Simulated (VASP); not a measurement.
# CdNiSe3 (Pm-3m) in VASP: a series of runs, part 2 of 2

VASP 6.6.1.

### Step 3. Relaxation of cell and atoms, PBE

This run uses another cell than the first one, of 22.94 Å³/atom, 1.058 times its volume.

INCAR

```
SYSTEM = CdNiSe3
ALGO = Normal
EDIFF = 1E-7
EDIFFG = -0.01
ENCUT = 600
GGA = PE
IBRION = 2
ISIF = 3
ISMEAR = 0
LASPH = .True.
LCHARG = .False.
LREAL = .False.
LWAVE = .False.
NELM = 100
NSW = 100
PREC = Accurate
SIGMA = 0.1
```

KPOINTS

```
k-points
0
Gamma
  8 8 8
  0 0 0
```

POSCAR

```
CdNiSe3
1.0
    4.8584249000      0.0000000000      0.0000000000
    0.0000000000      4.8584249000      0.0000000000
    0.0000000000      0.0000000000      4.8584249000
Cd Ni Se
1 1 3
Direct
    0.5000000000      0.5000000000      0.5000000000
    0.0000000000      0.0000000000      0.0000000000
    0.5000000000      0.0000000000      0.0000000000
    0.0000000000      0.5000000000      0.0000000000
    0.0000000000      0.0000000000      0.5000000000
```

Potentials or basis: VASP PAW PBE potentials, release 64 (Cd, Ni, Se).

On the command line:

```sh
cat potpaw_PBE.64/Cd/POTCAR potpaw_PBE.64/Ni/POTCAR potpaw_PBE.64/Se/POTCAR > POTCAR
mpirun -np 1 vasp_std > vasp.out
```

OUTCAR:

```text
SYSTEM = CdNiSe3
   EDIFF = 1E-7
   EDIFFG = -0.01
   ENCUT = 600
   GGA = PE
   IBRION = 2
   ISIF = 3
   ISMEAR = 0
   LASPH = .True.
   LREAL = .False.
   NELM = 100
   NSW = 100
   PREC = Accurate

 ion  position               nearest neighbor table
   1  0.500  0.500  0.500-
   2  0.000  0.000  0.000-   3 2.43   4 2.43   5 2.43   5 2.43   4 2.43   3 2.43
   3  0.500  0.000  0.000-   2 2.43   2 2.43
   4  0.000  0.500  0.000-   2 2.43   2 2.43
   5  0.000  0.000  0.500-   2 2.43   2 2.43

  LATTYP: Found a simple cubic cell.
 ALAT       =     4.8584249000

  Lattice vectors:

 A1 = (   4.8584249000,   0.0000000000,   0.0000000000)
 A2 = (   0.0000000000,   4.8584249000,   0.0000000000)
 A3 = (   0.0000000000,   0.0000000000,   4.8584249000)

Analysis of symmetry for initial positions (statically):
=====================================================================
 Subroutine PRICEL returns:
 Original cell was already a primitive cell.

 Routine SETGRP: Setting up the symmetry group for a
 simple cubic supercell.

 Subroutine GETGRP returns: Found 48 space group operations
 (whereof 48 operations were pure point group operations)
 out of a pool of 48 trial point group operations.

The static configuration has the point symmetry O_h .

Analysis of symmetry for dynamics (positions and initial velocities):
=====================================================================
 Subroutine PRICEL returns:
 Original cell was already a primitive cell.

 Routine SETGRP: Setting up the symmetry group for a
 simple cubic supercell.

 Subroutine GETGRP returns: Found 48 space group operations
 (whereof 48 operations were pure point group operations)
 out of a pool of 48 trial point group operations.

The dynamic configuration has the point symmetry O_h .

 Subroutine INISYM returns: Found 48 space group operations
 (whereof 48 operations are pure point group operations),
 and found     1 'primitive' translations

----------------------------------------------------------------------------------------

                                     Primitive cell

  volume of cell :     114.6797

  direct lattice vectors                    reciprocal lattice vectors
     4.858424900  0.000000000  0.000000000     0.205828025  0.000000000  0.000000000
     0.000000000  4.858424900  0.000000000     0.000000000  0.205828025  0.000000000
     0.000000000  0.000000000  4.858424900     0.000000000  0.000000000  0.205828025

  length of vectors
     4.858424900  4.858424900  4.858424900     0.205828025  0.205828025  0.205828025

  position of ions in fractional coordinates (direct lattice)
     0.500000000  0.500000000  0.500000000
     0.000000000  0.000000000  0.000000000
     0.500000000  0.000000000  0.000000000
     0.000000000  0.500000000  0.000000000
     0.000000000  0.000000000  0.500000000

  ion indices of the primitive-cell ions
   primitive index   ion index
                 1           1
                 2           2
                 3           3
                 4           4
                 5           5

----------------------------------------------------------------------------------------

 KPOINTS: k-points

Automatic generation of k-mesh.
 Grid dimensions read from file:
 generate k-points for:    8    8    8

 Generating k-lattice:

  Cartesian coordinates                     Fractional coordinates (reciprocal lattice)
     0.025728503  0.000000000  0.000000000     0.125000000  0.000000000  0.000000000
     0.000000000  0.025728503  0.000000000     0.000000000  0.125000000  0.000000000
     0.000000000  0.000000000  0.025728503     0.000000000  0.000000000  0.125000000

  Length of vectors
     0.025728503  0.025728503  0.025728503

  Shift w.r.t. Gamma in fractional coordinates (k-lattice)
     0.000000000  0.000000000  0.000000000

 Subroutine IBZKPT returns following result:
 ===========================================

 Found     35 irreducible k-points:

 Following reciprocal coordinates:
            Coordinates               Weight
  0.000000  0.000000  0.000000      1.000000
  0.125000  0.000000  0.000000      6.000000
  0.250000  0.000000  0.000000      6.000000
  0.375000  0.000000  0.000000      6.000000
  0.500000  0.000000  0.000000      3.000000
  0.125000  0.125000  0.000000     12.000000
[... 16 lines left out ...]
  0.375000  0.375000  0.125000     24.000000
  0.500000  0.375000  0.125000     24.000000
 [... further k-points ...]
   k-points           NKPTS =     35   k-points in BZ     NKDIM =     35   number of bands    NBANDS=     24
   number of dos      NEDOS =    301   number of ions     NIONS =      5
   total plane-waves  NPLWV =  64000
   dimension x,y,z NGX =    40 NGY =   40 NGZ =   40
   dimension x,y,z NGXF=    80 NGYF=   80 NGZF=   80
   ions per type =               1   1   3
   NGX,Y,Z   is equivalent  to a cutoff of  13.69, 13.69, 13.69 a.u.
   NGXF,Y,Z  is equivalent  to a cutoff of  27.37, 27.37, 27.37 a.u.
 SYSTEM =  CdNiSe3
   PREC   = accura    normal or accurate (medium, high low for compatibility)
   ISTART =      0    job   : 0-new  1-cont  2-samecut
   ICHARG =      2    charge: 1-file 2-atom 10-const
   ISPIN  =      1    spin polarized calculation?
   LNONCOLLINEAR =      F non collinear calculations
   LSORBIT =      F    spin-orbit coupling
   LASPH  =      T    aspherical Exc in radial PAW
   ENCUT  =  600.0 eV  44.10 Ry    6.64 a.u.   9.70  9.70  9.70*2*pi/ulx,y,z
   NELM   =    100;   NELMIN=  2; NELMDL= -5     # of ELM steps
   EDIFF  = 0.1E-06   stopping-criterion for ELM
   LREAL  =      F    real-space projection
   EDIFFG = -.1E-01   stopping-criterion for IOM
   NSW    =    100    number of steps for IOM
   IBRION =      2    ionic relax: 0-MD 1-quasi-New 2-CG
   NFREE  =      1    steps in history (QN), initial steepest desc. (CG)
   ISIF   =      3    stress and relaxation
   ISYM   =      2    0-nonsym 1-usesym 2-fastsym
   POTIM  = 0.5000    time-step for ionic-motion
   TEBEG  =    0.0;   TEEND  =   0.0 temperature during run
   PSTRESS=    0.0 pullay stress
   NELECT =      40.0000    total number of electrons
   NUPDOWN=      -1.0000    fix difference up-down
   EMIN   =  10.00;   EMAX   =-10.00  energy-range for DOS
   EFERMI =   0.00;   METHOD = LEGACY
   ISMEAR =     0;   SIGMA  =   0.10  broadening in eV -4-tet -1-fermi 0-gaus
   EFERMI_NEDOS =   21; number of points for ismear=-14 and -15
   IALGO  =     38    algorithm
   IMIX   =      4    mixing-type and parameters
     AMIX     =   0.40;   BMIX     =  1.00
     AMIX_MAG =   1.60;   BMIX_MAG =  1.00
  volume/ion in A,a.u.               =      22.94       154.78
  Fermi-wavevector in a.u.,A,eV,Ry     =   1.152390  2.177701 18.068562  1.328002
  Thomas-Fermi vector in A             =   2.289041
   LORBIT       =      0    0 simple, 1 ext, 2 COOP (PROOUT), +10 PAW based schemes
   GGA     = PE    functional components
   LHFCALC =     F    Hartree Fock is set to
   AEXX    =    0.0000 exact exchange contribution
   IVDW    =     0    specifies the selected vdW correction
   LEPSILON=     F    determine dielectric tensor
   LRPA    =     F    only Hartree local field effects (RPA)
 conjugate gradient relaxation of ions
 non-spin polarized calculation
 Gauss-broadening in eV      SIGMA  =   0.10
  energy-cutoff  :      600.00
  volume of cell :      114.68
 maximum number of plane-waves:      3887
 NGX is ok and might be reduce to    40
   NGX = 19   NGY = 19   NGZ = 19

--------------------------------------- Ionic step        1  -------------------------------------------

 number of electron      40.0000000 magnetization

 Free energy of the ion-electron system (eV)
  ---------------------------------------------------
  ext. energy  EPLUGINS =         0.00000000
  ---------------------------------------------------
  free energy    TOTEN  =       -15.69233380 eV

  energy without entropy =      -15.67025077  energy(sigma->0) =      -15.68129229

 E-fermi :   3.0894     XC(G=0):  -9.8670

 val. band max:        3.0817125694   @ k =   0.3750   0.3750   0.1250
 cond. band min:       3.1164891365   @ k =   0.5000   0.2500   0.0000
 fundamental gap:      0.0347765671
 Fermi energy:         3.0894225969

 k-point     1 :       0.0000    0.0000    0.0000
  band No.  band energies     occupation
      1     -10.8080      2.00000
      2      -8.8108      2.00000
      3      -8.8108      2.00000
      4      -5.0149      2.00000
      5      -5.0149      2.00000
      6      -5.0149      2.00000
[... 714 lines left out ...]
  energy  without entropy=      -15.7353019509  energy(sigma->0) =      -15.74476941

--------------------------------------- Ionic step        3  -------------------------------------------

 number of electron      40.0000007 magnetization

 Free energy of the ion-electron system (eV)
  ---------------------------------------------------
  ext. energy  EPLUGINS =         0.00000000
  ---------------------------------------------------
  free energy    TOTEN  =       -15.75695420 eV

  energy without entropy =      -15.73755240  energy(sigma->0) =      -15.74725330

 E-fermi :   3.6185     XC(G=0): -10.1274

 val. band max:        3.6162011738   @ k =   0.3750   0.3750   0.1250
 cond. band min:       3.6455549966   @ k =   0.5000   0.2500   0.0000
 fundamental gap:      0.0293538229
 Fermi energy:         3.6184826330

 k-point     1 :       0.0000    0.0000    0.0000
  band No.  band energies     occupation
      1     -10.6301      2.00000
      2      -8.3972      2.00000
      3      -8.3972      2.00000
      4      -4.5186      2.00000
      5      -4.5186      2.00000
      6      -4.5186      2.00000
[... 671 lines left out ...]
  FREE ENERGIE OF THE ION-ELECTRON SYSTEM (eV)
  ---------------------------------------------------
  free  energy   TOTEN  =       -15.7569542023 eV

  energy  without entropy=      -15.7375524011  energy(sigma->0) =      -15.74725330

 reached required accuracy - stopping structural energy minimisation
```

CONTCAR:

```text
CdNiSe3
   1.00000000000000
     4.7693640195927660    0.0000000000000000    0.0000000000000000
    -0.0000000000000000    4.7693640195927660    0.0000000000000000
    -0.0000000000000000    0.0000000000000000    4.7693640195927660
  Cd              Ni              Se
     1     1     3
Direct
     0.5000000000000000    0.5000000000000000    0.5000000000000000
     0.0000000000000000    0.0000000000000000    0.0000000000000000
     0.5000000000000000    0.0000000000000000    0.0000000000000000
     0.0000000000000000    0.5000000000000000    0.0000000000000000
     0.0000000000000000    0.0000000000000000    0.5000000000000000

  0.00000000E+00  0.00000000E+00  0.00000000E+00
  0.00000000E+00  0.00000000E+00  0.00000000E+00
  0.00000000E+00  0.00000000E+00  0.00000000E+00
  0.00000000E+00  0.00000000E+00  0.00000000E+00
  0.00000000E+00  0.00000000E+00  0.00000000E+00
```

Wall time 5 min (1 thread of Intel Xeon Platinum 8259CL at 2.50GHz (Skylake/Cascade Lake), shared host); peak memory 0.34 GiB.

What came out:

| Item | Value |
| --- | --- |
| Free energy | -15.7570 eV |
| Relaxed volume | 21.70 Å³/atom |
| Relaxed cell | a = 4.769 Å, b = 4.769 Å, c = 4.769 Å, α = 90.00°, β = 90.00°, γ = 90.00° |
| Space group after relaxing (to 0.05 Å) | Pm-3m (No. 221) |
| Energy gained by relaxing | 12.9 meV/atom |
| Ionic steps | 3 |
| Pressure after relaxing | 0.0 GPa |
| Band gap on the k mesh | zero (band 20 reaches 4.48 eV, above the bottom of band 21 at 3.28 eV) |

The path:
| step | energy change (eV) | largest force (eV/Å) | pressure (GPa) | volume (Å³) |
| --- | --- | --- | --- | --- |
| 1 | 0.0000 | 0.0000 | -3.17 | 114.68 |
| 2 | -0.0619 | 0.0000 | 0.74 | 107.31 |
| 3 | -0.0646 | 0.0000 | 0.01 | 108.49 |

Final structure:
```xyz
5
Lattice="4.7694 0.0000 0.0000 0.0000 4.7694 0.0000 0.0000 0.0000 4.7694" Properties=species:S:1:pos:R:3 pbc="T T T"
Cd    2.3847    2.3847    2.3847
Ni    0.0000    0.0000    0.0000
Se    2.3847    0.0000    0.0000
Se    0.0000    2.3847    0.0000
Se    0.0000    0.0000    2.3847
```

Levels at points of the mesh, in eV from the Fermi level:
| k point | band 18 | band 19 | band 20 | band 21 | band 22 | band 23 |
| --- | --- | --- | --- | --- | --- | --- |
| (0.00, 0.00, 0.00) | -0.89 | -0.89 | -0.89 | -0.19 | -0.19 | -0.19 |
| (0.50, 0.00, 0.00) | -0.60 | -0.60 | -0.36 | -0.21 | -0.21 | 1.67 |
| (0.50, 0.50, 0.00) | -1.08 | -0.36 | -0.36 | 0.87 | 1.31 | 2.77 |
| (0.50, 0.50, 0.50) | -1.12 | 0.86 | 0.86 | 0.86 | 2.83 | 2.83 |

Caveat: the run has no spin polarisation, though such a crystal can be magnetic.

### Step 4. Single point, PBE, collinear spin, ferromagnetic start

This run uses another cell than the first one, of 22.94 Å³/atom, 1.058 times its volume.

INCAR

```
PREC = Accurate
ENCUT = 520
EDIFF = 1E-6
ISMEAR = 0
SIGMA = 0.1
LREAL = F
LASPH = T
NELM = 150
ALGO = Normal
ISIF = 2
LWAVE = F
LCHARG = F
ISPIN = 2
MAGMOM = 0 2 0 0 0
LORBIT = 11
LMAXMIX = 4
GGA = PE
NBANDS = 32
```

KPOINTS

```
Automatic mesh
0
Gamma
  4 4 4
```

POSCAR is that of step 3.

Potentials or basis: VASP PAW PBE potentials, release 64 (Cd, Ni, Se).

On the command line:

```sh
cat potpaw_PBE.64/Cd/POTCAR potpaw_PBE.64/Ni/POTCAR potpaw_PBE.64/Se/POTCAR > POTCAR
mpirun -np 1 vasp_std > vasp.out
```

OUTCAR:

```text
PREC = Accurate
   ENCUT = 520
   EDIFF = 1E-6
   ISMEAR = 0
   LREAL = F
   LASPH = T
   NELM = 150
   ISIF = 2
   ISPIN = 2
   LORBIT = 11
   GGA = PE

 ion  position               nearest neighbor table
   1  0.500  0.500  0.500-
   2  0.000  0.000  0.000-   3 2.43   4 2.43   5 2.43   5 2.43   4 2.43   3 2.43
   3  0.500  0.000  0.000-   2 2.43   2 2.43
   4  0.000  0.500  0.000-   2 2.43   2 2.43
   5  0.000  0.000  0.500-   2 2.43   2 2.43

  LATTYP: Found a simple cubic cell.
 ALAT       =     4.8584249000

  Lattice vectors:

 A1 = (   4.8584249000,   0.0000000000,   0.0000000000)
 A2 = (   0.0000000000,   4.8584249000,   0.0000000000)
 A3 = (   0.0000000000,   0.0000000000,   4.8584249000)
[... 912 lines left out ...]

 POSITION                                       TOTAL-FORCE (eV/Angst)
 -----------------------------------------------------------------------------------
      2.42921      2.42921      2.42921         0.000000      0.000000      0.000000
      0.00000      0.00000      0.00000         0.000000      0.000000      0.000000
      2.42921      0.00000      0.00000         0.000000      0.000000      0.000000
      0.00000      2.42921      0.00000         0.000000      0.000000      0.000000
      0.00000      0.00000      2.42921         0.000000      0.000000      0.000000
 -----------------------------------------------------------------------------------
    total drift:                                0.000000      0.000000      0.000000

  FREE ENERGIE OF THE ION-ELECTRON SYSTEM (eV)
  ---------------------------------------------------
  free  energy   TOTEN  =       -15.7261334566 eV

  energy  without entropy=      -15.6995334661  energy(sigma->0) =      -15.71283346

 total charge

# of ion       s       p       d       tot
------------------------------------------
    1        0.440   0.105   9.562  10.107
    2        0.397   0.425   8.417   9.239
    3        1.499   2.183   0.034   3.716
    4        1.499   2.183   0.034   3.716
    5        1.499   2.183   0.034   3.716
--------------------------------------------------
tot          5.333   7.079  18.082  30.494

 magnetization (x)

# of ion       s       p       d       tot
------------------------------------------
    1       -0.000  -0.000   0.000  -0.000
    2        0.000  -0.000   0.000   0.000
    3       -0.000  -0.000  -0.000  -0.000
    4       -0.000  -0.000  -0.000  -0.000
    5       -0.000  -0.000  -0.000  -0.000
--------------------------------------------------
tot         -0.000  -0.000   0.000  -0.000
```

stdout:

```text
POSCAR found type information on POSCAR CdNiSe
 POSCAR found :  3 types and       5 ions
 scaLAPACK will be used
 LDA part: xc-table for (Slater+PW92), standard interpolation
 POSCAR, INCAR and KPOINTS ok, starting setup
 FFT: planning ... GRIDC
 FFT: planning ... GRID_SOFT
 FFT: planning ... GRID
 WAVECAR not read
 entering main loop
```

Run time: 83 s. Hardware: 1 thread of Intel Xeon Platinum 8259CL at 2.50GHz (Skylake/Cascade Lake), shared host; peak memory 0.26 GiB.

What came out:

- Free energy: -15.7261 eV
- Pressure: -3.1 GPa
- Band gap on the k mesh: zero (filled and empty bands overlap)
- Net moment: 0.00 μB per cell
- Valence electrons inside the program's atomic spheres: Cd 10.11; Ni 9.24; Se 3.72

Caveat: the starting moments collapsed, and a magnetic state may lie lower. With open d or f shells a metallic result of PBE can be an artefact of self-interaction; +U or a hybrid may open a gap.
